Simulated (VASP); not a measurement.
# TaN (WC type) (P-6m2) in VASP: notebook, part 2 of 2

VASP 6.6.1.

### 4 Single point, PBE

This run uses another cell than the first one, of 8.74 Å³/atom, 1.250 times its volume.

Input file INCAR:

```
PREC = Accurate
ENCUT = 520
EDIFF = 1E-6
ISMEAR = -1
SIGMA = 0.05
LREAL = False
LASPH = True
NELM = 80
ALGO = Normal
ISIF = 2
LWAVE = False
LCHARG = False
GGA = PE
NBANDS = 15
```

Input file KPOINTS:

```
Automatic mesh
0
Gamma
  15 15 13
```

Input file POSCAR:

```
TaN
1.0
    2.7257768986      0.0000000000      0.0000000000
   -1.3628884493      2.3605920392      0.0000000000
    0.0000000000      0.0000000000      2.7155350609
Ta N
1 1
Direct
    0.0000000000      0.0000000000      0.0000000000
    0.3333333333      0.6666666667      0.5000000000
```

Potentials or basis: VASP PAW PBE potentials, release 64 (Ta_pv, N).

Run with:

```console
$ cat potpaw_PBE.64/Ta_pv/POTCAR potpaw_PBE.64/N/POTCAR > POTCAR
$ mpirun -np 1 vasp_std > vasp.out
```

OUTCAR:

```text
PREC = Accurate
   ENCUT = 520
   EDIFF = 1E-6
   ISMEAR = -1
   LREAL = False
   LASPH = True
   NELM = 80
   ISIF = 2
   GGA = PE

 ion  position               nearest neighbor table
   1  0.000  0.000  0.000-   2 2.08   2 2.08   2 2.08   2 2.08   2 2.08   2 2.08
   2  0.333  0.667  0.500-   1 2.08   1 2.08   1 2.08   1 2.08   1 2.08   1 2.08

  LATTYP: Found a hexagonal cell.
 ALAT       =     2.7257768986
 C/A-ratio  =     0.9962425987

  Lattice vectors:

 A1 = (   2.7257768986,   0.0000000000,   0.0000000000)
 A2 = (  -1.3628884493,   2.3605920392,   0.0000000000)
 A3 = (   0.0000000000,   0.0000000000,   2.7155350609)

Analysis of symmetry for initial positions (statically):
=====================================================================
 Subroutine PRICEL returns:
 Original cell was already a primitive cell.

 Routine SETGRP: Setting up the symmetry group for a
 hexagonal supercell.

 Subroutine GETGRP returns: Found 12 space group operations
 (whereof 12 operations were pure point group operations)
 out of a pool of 24 trial point group operations.

The static configuration has the point symmetry D_3h.
[... 164 lines left out ...]
 fundamental gap:      0.0078233076
 Fermi energy:        10.6849743374

 k-point     1 :       0.0000    0.0000    0.0000
  band No.  band energies     occupation
      1     -23.7257      2.00000
      2     -23.2087      2.00000
      3     -23.2087      2.00000
      4      -8.8013      2.00000
      5       5.1643      2.00000
      6       5.1643      2.00000
      7       5.2538      2.00000
      8       7.4101      2.00000
      9      14.5844      0.00000
     10      15.1468      0.00000
     11      15.1468      0.00000
     12      15.8967      0.00000
     13      15.8967      0.00000
     14      24.7206      0.00000
[... 401 lines left out ...]
      2     -24.1918      2.00000
      3     -23.3637      2.00000
      4      -5.1383      2.00000
      5       1.5706      2.00000
      6       4.1548      2.00000
      7       4.8555      2.00000
      8       9.0751      2.00000
      9      12.2548      0.00000
     10      13.9916      0.00000
     11      15.1915      0.00000
     12      19.7024      0.00000
     13      24.7116      0.00000
     14      24.9978      0.00000
     15      26.2646      0.00000

 [... further k-points ...]
[... 5 lines left out ...]
  --------------------------------------------------------------------------------------
  -------------------------------------------------------------------------------------
  Total       13.4142309     13.4142309     13.4739816      0.0000000     -0.0000000      0.0000000
  in kB     1230.0129965   1230.0129964   1235.4918136      0.0000000     -0.0000000      0.0000000
  external PRESSURE =    1231.8392688 kB  Pullay stress =       0.0000000 kB

 VOLUME and BASIS-vectors are now :
 -----------------------------------------------------------------------------
  energy-cutoff  :      520.00
  volume of cell :       17.47
      direct lattice vectors                 reciprocal lattice vectors
     2.725776899  0.000000000  0.000000000     0.366867883  0.211811271  0.000000000
    -1.362888449  2.360592039  0.000000000     0.000000000  0.423622542  0.000000000
     0.000000000  0.000000000  2.715535061     0.000000000  0.000000000  0.368251552

 POSITION                                       TOTAL-FORCE (eV/Angst)
 -----------------------------------------------------------------------------------
      0.00000      0.00000      0.00000         0.000000      0.000000      0.000000
     -0.00000      1.57373      1.35777        -0.000000      0.000000      0.000000
 -----------------------------------------------------------------------------------
    total drift:                                0.000000     -0.000000     -0.000000

  FREE ENERGIE OF THE ION-ELECTRON SYSTEM (eV)
  ---------------------------------------------------
  free  energy   TOTEN  =       -21.0499880645 eV

  energy  without entropy=      -21.0488489240  energy(sigma->0) =      -21.04941849
```

OSZICAR:

```text
N       E                     dE             d eps       ncg     rms          rms(c)
DAV:   1     0.985578273929E+02    0.98558E+02   -0.86396E+03  5685   0.114E+03
DAV:   2    -0.207607080786E+02   -0.11932E+03   -0.11312E+03  6888   0.318E+02
DAV:   3    -0.235229930000E+02   -0.27623E+01   -0.27540E+01  6258   0.473E+01
DAV:   4    -0.235311087215E+02   -0.81157E-02   -0.81149E-02  7329   0.287E+00
DAV:   5    -0.235311348289E+02   -0.26107E-04   -0.26106E-04  6335   0.154E-01    0.361E+01
DAV:   6    -0.211012988792E+02    0.24298E+01   -0.37838E+00  6720   0.241E+01    0.162E+01
DAV:   7    -0.210729348731E+02    0.28364E-01   -0.41617E-01  5726   0.561E+00    0.997E+00
DAV:   8    -0.210540341299E+02    0.18901E-01   -0.40854E-02  6993   0.182E+00    0.200E+00
DAV:   9    -0.210499560236E+02    0.40781E-02   -0.61024E-03  6531   0.719E-01    0.152E-01
DAV:  10    -0.210500127933E+02   -0.56770E-04   -0.48480E-04  6300   0.257E-01    0.786E-02
DAV:  11    -0.210499889027E+02    0.23891E-04   -0.26816E-05  7007   0.634E-02    0.905E-03
DAV:  12    -0.210499880645E+02    0.83824E-06   -0.34079E-06  5978   0.190E-02
   1 F= -.21049988E+02 E0= -.21049418E+02  d E =-.113914E-02
```

stdout:

```text
POSCAR found type information on POSCAR TaN
 POSCAR found :  2 types and       2 ions
 scaLAPACK will be used
 LDA part: xc-table for (Slater+PW92), standard interpolation
 POSCAR, INCAR and KPOINTS ok, starting setup
 FFT: planning ... GRIDC
 FFT: planning ... GRID_SOFT
 FFT: planning ... GRID
 WAVECAR not read
 entering main loop
```

Run time: 21 s. Hardware: 1 thread of Intel Xeon Platinum 8488C (Sapphire Rapids), shared host; peak memory 0.16 GiB.

Results:

| Item | Value |
| --- | --- |
| Free energy | -21.0500 eV |
| Pressure | 123.2 GPa |
| Band gap on the k mesh | zero (band 8 reaches 11.03 eV, above the bottom of band 9 at 10.41 eV) |

Caveat: spin-orbit coupling is left out, which moves the levels of the heavy elements.

### 5 Single point, PBE

Input file INCAR:

```
SYSTEM = TaN
PREC = Accurate
ENCUT = 520
EDIFF = 1E-6
ISMEAR = -1
SIGMA = 0.05
LREAL = .False.
LASPH = .True.
NELM = 80
ALGO = Normal
ISIF = 2
LWAVE = .False.
LCHARG = .False.
GGA = PE
NBANDS = 15
```

Input file KPOINTS:

```
Automatic mesh
0
Gamma
  15 15 13
  0 0 0
```

POSCAR is that of step 4.

Run with:

```console
$ cat potpaw_PBE.64/Ta_pv/POTCAR potpaw_PBE.64/N/POTCAR > POTCAR
$ mpirun -np 1 vasp_std > vasp.out
```

It took 21 s on 1 thread of Intel Xeon Platinum 8488C (Sapphire Rapids), shared host; peak memory 0.16 GiB.

The run converged. Its results:

```
Free energy            : -21.0500 eV
Pressure               : 123.2 GPa
Band gap on the k mesh : zero (band 8 reaches 11.03 eV, above the bottom of band 9 at 10.41 eV)
```

Stress tensor (GPa, compression positive):
```
123.00   0.00   0.00
  0.00 123.00   0.00
  0.00   0.00 123.55
```

Levels at points of the mesh, in eV from the Fermi level:
| k point | band 6 | band 7 | band 8 | band 9 | band 10 | band 11 |
| --- | --- | --- | --- | --- | --- | --- |
| (0.00, 0.00, 0.00) | -5.52 | -5.43 | -3.27 | 3.90 | 4.46 | 4.46 |

Caveat: spin-orbit coupling is left out, which moves the levels of the heavy elements.

### 6 Single point, PBE

This run uses another cell than the first one, of 9.61 Å³/atom, 1.375 times its volume.

Input file INCAR:

```
ALGO = Normal
EDIFF = 1E-7
ENCUT = 520
GGA = PE
ISIF = 2
ISMEAR = -1
LASPH = True
LCHARG = True
LELF = True
LREAL = False
LVHAR = True
LWAVE = False
NBANDS = 15
NELM = 60
PREC = Accurate
SIGMA = 0.05
```

Input file KPOINTS:

```
k-points
0
Gamma
  15 15 13
```

Input file POSCAR:

```
TaN
1.0
    2.8194981666      0.0000000000      0.0000000000
   -1.4097490833      2.4417570382      0.0000000000
    0.0000000000      0.0000000000      2.7918049925
Ta N
1 1
Direct
    0.0000000000      0.0000000000      0.0000000000
    0.3333333333      0.6666666667      0.5000000000
```

Potentials or basis: VASP PAW PBE potentials, release 64 (Ta_pv, N).

Run with:

```console
$ cat potpaw_PBE.64/Ta_pv/POTCAR potpaw_PBE.64/N/POTCAR > POTCAR
$ mpirun -np 1 vasp_std > vasp.out
```

Run time: 24 s. Hardware: 1 thread of Intel Xeon Platinum 8488C (Sapphire Rapids), shared host; peak memory 0.18 GiB.

Results (log left out):

* Free energy: -22.0142 eV
* Pressure: 58.0 GPa
* Band gap on the k mesh: zero (band 8 reaches 9.91 eV, above the bottom of band 9 at 9.37 eV)

Stress tensor (GPa, compression positive):
```
57.96  0.00  0.00
 0.00 57.96  0.00
 0.00  0.00 58.23
```

Levels at points of the mesh, in eV from the Fermi level:
```csv
k point,band 5,band 6,band 7,band 8,band 9,band 10,band 11,band 12
"(0.00, 0.00, 0.00)",-5.01,-5.01,-4.79,-3.10,3.18,4.09,4.09,4.69
```

Caveat: spin-orbit coupling is left out, which moves the levels of the heavy elements.

### 7 Overview

```csv
cell,gap on the mesh (eV),pressure (GPa)
"a = 2.516, b = 2.516, c = 2.550 Å, angles 90.0, 90.0, 120.0°, 2 atoms",none,389.2
"a = 2.625, b = 2.625, c = 2.635 Å, angles 90.0, 90.0, 120.0°, 2 atoms",none,225.7
"a = 2.726, b = 2.726, c = 2.716 Å, angles 90.0, 90.0, 120.0°, 2 atoms",none,123.2
"a = 2.819, b = 2.819, c = 2.792 Å, angles 90.0, 90.0, 120.0°, 2 atoms",none,58.0
```

Alike in all rows: task single point; level PBE; potentials or basis VASP PAW PBE potentials, release 64 (Ta_pv, N); no spin polarisation; k mesh 15 × 15 × 13; cutoff (eV) 520; smearing fermi-dirac 0.05 eV.

Caveats: spin-orbit coupling is left out, which moves the levels of the heavy elements.

Absolute energies hang on the potentials; compare differences alone.
